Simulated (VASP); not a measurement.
# InAs (F-43m) in VASP: single point with PBE

Aim: the single point of InAs with PBE.

Everything below comes from runs of VASP 6.6.1. Logs are shortened: lines on timing, memory, paths and dates and some standing lists are left out, and cuts for length are marked.

### 1 The cell of the first run

Symmetry: F-43m, No. 216, cubic system. The conventional cell has a = 6.048 Å, b = 6.048 Å, c = 6.048 Å, α = 90.00°, β = 90.00°, γ = 90.00°. In (site symmetry -43m) has 4 As at 2.62 Å within 3.5 Å. Within 3.5 Å of As (site symmetry -43m) lie 4 In at 2.62 Å.

### 2 Single point, PBE

The input, INCAR:

```
ALGO = Normal
EDIFF = 1E-6
ENCUT = 520
GGA = PE
ISIF = 2
ISMEAR = -1
LASPH = T
LCHARG = F
LREAL = F
LWAVE = F
NBANDS = 16
NELM = 60
PREC = Accurate
SIGMA = 0.08
```

The input, KPOINTS:

```
k-points
0
Gamma
  10 10 10
```

The input, POSCAR:

```
InAs
1.0
    0.0000000000      3.0240000000      3.0240000000
    3.0240000000      0.0000000000      3.0240000000
    3.0240000000      3.0240000000      0.0000000000
In As
1 1
Direct
    0.0000000000      0.0000000000      0.0000000000
    0.7500000000      0.7500000000      0.7500000000
```

Potentials or basis: VASP PAW PBE potentials, release 64 (In_d, As).

The run is started by

```
$ cat potpaw_PBE.64/In_d/POTCAR potpaw_PBE.64/As/POTCAR > POTCAR
$ mpirun -np 1 vasp_std > vasp.out
```

OUTCAR:

```text
EDIFF = 1E-6
   ENCUT = 520
   GGA = PE
   ISIF = 2
   ISMEAR = -1
   LASPH = T
   LREAL = F
   NELM = 60
   PREC = Accurate

 ion  position               nearest neighbor table
   1  0.000  0.000  0.000-   2 2.62   2 2.62   2 2.62   2 2.62
   2  0.750  0.750  0.750-   1 2.62   1 2.62   1 2.62   1 2.62

  LATTYP: Found a face centered cubic cell.
 ALAT       =     6.0480000000

  Lattice vectors:

 A1 = (   0.0000000000,   3.0240000000,   3.0240000000)
 A2 = (   3.0240000000,   0.0000000000,   3.0240000000)
 A3 = (   3.0240000000,   3.0240000000,   0.0000000000)

Analysis of symmetry for initial positions (statically):
=====================================================================
 Subroutine PRICEL returns:
 Original cell was already a primitive cell.

 Routine SETGRP: Setting up the symmetry group for a
 face centered cubic supercell.

 Subroutine GETGRP returns: Found 24 space group operations
 (whereof 24 operations were pure point group operations)
 out of a pool of 48 trial point group operations.

The static configuration has the point symmetry T_d .

Analysis of symmetry for dynamics (positions and initial velocities):
=====================================================================
 Subroutine PRICEL returns:
 Original cell was already a primitive cell.

 Routine SETGRP: Setting up the symmetry group for a
 face centered cubic supercell.

 Subroutine GETGRP returns: Found 24 space group operations
 (whereof 24 operations were pure point group operations)
 out of a pool of 48 trial point group operations.

The dynamic configuration has the point symmetry T_d .

 Subroutine INISYM returns: Found 24 space group operations
 (whereof 24 operations are pure point group operations),
 and found     1 'primitive' translations

----------------------------------------------------------------------------------------

                                     Primitive cell

  volume of cell :      55.3064

  direct lattice vectors                    reciprocal lattice vectors
     0.000000000  3.024000000  3.024000000    -0.165343915  0.165343915  0.165343915
     3.024000000  0.000000000  3.024000000     0.165343915 -0.165343915  0.165343915
[... 73 lines left out ...]
   NGX,Y,Z   is equivalent  to a cutoff of  12.44, 12.44, 12.44 a.u.
   NGXF,Y,Z  is equivalent  to a cutoff of  24.88, 24.88, 24.88 a.u.
 SYSTEM =  unknown system
   PREC   = accura    normal or accurate (medium, high low for compatibility)
   ISTART =      0    job   : 0-new  1-cont  2-samecut
   ICHARG =      2    charge: 1-file 2-atom 10-const
   ISPIN  =      1    spin polarized calculation?
   LNONCOLLINEAR =      F non collinear calculations
   LSORBIT =      F    spin-orbit coupling
   LASPH  =      T    aspherical Exc in radial PAW
   ENCUT  =  520.0 eV  38.22 Ry    6.18 a.u.   7.95  7.95  7.95*2*pi/ulx,y,z
   NELM   =     60;   NELMIN=  2; NELMDL= -5     # of ELM steps
   EDIFF  = 0.1E-05   stopping-criterion for ELM
   LREAL  =      F    real-space projection
   EDIFFG = 0.1E-04   stopping-criterion for IOM
   NSW    =      0    number of steps for IOM
   IBRION =     -1    ionic relax: 0-MD 1-quasi-New 2-CG
   NFREE  =      0    steps in history (QN), initial steepest desc. (CG)
   ISIF   =      2    stress and relaxation
   ISYM   =      2    0-nonsym 1-usesym 2-fastsym
   POTIM  = 0.5000    time-step for ionic-motion
   TEBEG  =    0.0;   TEEND  =   0.0 temperature during run
   PSTRESS=    0.0 pullay stress
   NELECT =      18.0000    total number of electrons
   NUPDOWN=      -1.0000    fix difference up-down
   EMIN   =  10.00;   EMAX   =-10.00  energy-range for DOS
   EFERMI =   0.00;   METHOD = LEGACY
   ISMEAR =    -1;   SIGMA  =   0.08  broadening in eV -4-tet -1-fermi 0-gaus
   EFERMI_NEDOS =   21; number of points for ismear=-14 and -15
   IALGO  =     38    algorithm
   IMIX   =      4    mixing-type and parameters
     AMIX     =   0.40;   BMIX     =  1.00
     AMIX_MAG =   1.60;   BMIX_MAG =  1.00
  volume/ion in A,a.u.               =      27.65       186.61
  Fermi-wavevector in a.u.,A,eV,Ry     =   1.126092  2.128005 17.253320  1.268083
  Thomas-Fermi vector in A             =   2.262772
   LORBIT       =      0    0 simple, 1 ext, 2 COOP (PROOUT), +10 PAW based schemes
   GGA     = PE    functional components
   LHFCALC =     F    Hartree Fock is set to
   AEXX    =    0.0000 exact exchange contribution
   IVDW    =     0    specifies the selected vdW correction
   LEPSILON=     F    determine dielectric tensor
   LRPA    =     F    only Hartree local field effects (RPA)
 non-spin polarized calculation
  energy-cutoff  :      520.00
  volume of cell :       55.31
 maximum number of plane-waves:      1524
   NGX = 15   NGY = 15   NGZ = 15

 number of electron      17.9999990 magnetization

 Free energy of the ion-electron system (eV)
  ---------------------------------------------------
  ext. energy  EPLUGINS =         0.00000000
  ---------------------------------------------------
  free energy    TOTEN  =        -7.67329983 eV

  energy without entropy =       -7.67258863  energy(sigma->0) =       -7.67294423

 E-fermi :   4.6691     XC(G=0):  -9.0914

 val. band max:        4.5019524535   @ k =   0.0000   0.0000   0.0000
 cond. band min:       5.4503376793   @ k =   0.1000   0.0000   0.0000
 fundamental gap:      0.9483852258
 Fermi energy:         4.6691268188

 k-point     1 :       0.0000    0.0000    0.0000
  band No.  band energies     occupation
      1      -9.8880      2.00000
      2      -9.8880      2.00000
      3      -9.8880      2.00000
      4      -9.7624      2.00000
      5      -9.7624      2.00000
      6      -7.3561      2.00000
[... 433 lines left out ...]
      3      -9.8258      2.00000
      4      -9.7889      2.00000
      5      -9.7453      2.00000
      6      -5.9002      2.00000
[... 8 lines left out ...]
     15      15.5753      0.00000
     16      16.5842      0.00000

 [... further k-points ...]
[... 5 lines left out ...]
  --------------------------------------------------------------------------------------
  -------------------------------------------------------------------------------------
  Total        1.3602559      1.3602559      1.3602559      0.0000000     -0.0000000      0.0000000
  in kB       39.4054082     39.4054082     39.4054082      0.0000000     -0.0000000      0.0000000
  external PRESSURE =      39.4054082 kB  Pullay stress =       0.0000000 kB

 VOLUME and BASIS-vectors are now :
 -----------------------------------------------------------------------------
  energy-cutoff  :      520.00
  volume of cell :       55.31
      direct lattice vectors                 reciprocal lattice vectors
     0.000000000  3.024000000  3.024000000    -0.165343915  0.165343915  0.165343915
     3.024000000  0.000000000  3.024000000     0.165343915 -0.165343915  0.165343915
     3.024000000  3.024000000  0.000000000     0.165343915  0.165343915 -0.165343915

 POSITION                                       TOTAL-FORCE (eV/Angst)
 -----------------------------------------------------------------------------------
      0.00000      0.00000      0.00000         0.000000      0.000000      0.000000
      4.53600      4.53600      4.53600        -0.000000     -0.000000      0.000000
 -----------------------------------------------------------------------------------
    total drift:                                0.000000      0.000000      0.000000

  FREE ENERGIE OF THE ION-ELECTRON SYSTEM (eV)
  ---------------------------------------------------
  free  energy   TOTEN  =        -7.6732998311 eV

  energy  without entropy=       -7.6725886332  energy(sigma->0) =       -7.67294423
```

OSZICAR:

```text
N       E                     dE             d eps       ncg     rms          rms(c)
DAV:   1     0.112642078905E+03    0.11264E+03   -0.83027E+03  1528   0.122E+03
DAV:   2    -0.457746154182E+00   -0.11310E+03   -0.10817E+03  1720   0.301E+02
DAV:   3    -0.775092802702E+01   -0.72932E+01   -0.72594E+01  1864   0.738E+01
DAV:   4    -0.794146303893E+01   -0.19054E+00   -0.19048E+00  2008   0.130E+01
DAV:   5    -0.794913714940E+01   -0.76741E-02   -0.76740E-02  2144   0.217E+00    0.456E+00
DAV:   6    -0.769669302907E+01    0.25244E+00   -0.37408E-01  2376   0.103E+01    0.254E+00
DAV:   7    -0.767141652380E+01    0.25277E-01   -0.11632E-01  2120   0.303E+00    0.725E-01
DAV:   8    -0.767248156225E+01   -0.10650E-02   -0.13718E-02  1952   0.132E+00    0.201E-01
DAV:   9    -0.767307980761E+01   -0.59825E-03   -0.99100E-04  1888   0.265E-01    0.119E-01
DAV:  10    -0.767325187656E+01   -0.17207E-03   -0.20877E-04  1880   0.207E-01    0.647E-02
DAV:  11    -0.767329955056E+01   -0.47674E-04   -0.11171E-04  1768   0.122E-01    0.407E-02
DAV:  12    -0.767329983111E+01   -0.28056E-06   -0.65013E-06  1760   0.303E-02
   1 F= -.76732998E+01 E0= -.76729442E+01  d E =-.711198E-03
```

stdout:

```text
POSCAR found type information on POSCAR InAs
 POSCAR found :  2 types and       2 ions
 scaLAPACK will be used
 LDA part: xc-table for (Slater+PW92), standard interpolation
 POSCAR, INCAR and KPOINTS ok, starting setup
 FFT: planning ... GRIDC
 FFT: planning ... GRID_SOFT
 FFT: planning ... GRID
 WAVECAR not read
 entering main loop
```

Wall time 39 s (1 thread of Intel Xeon 8259CL, shared host); peak memory 0.2 GiB.

Results:

- Free energy: -7.6733 eV
- Pressure: 3.9 GPa
- Band gap on the k mesh: zero (filled and empty bands touch)

Caveat: spin-orbit coupling is left out, which moves the levels of the heavy elements.
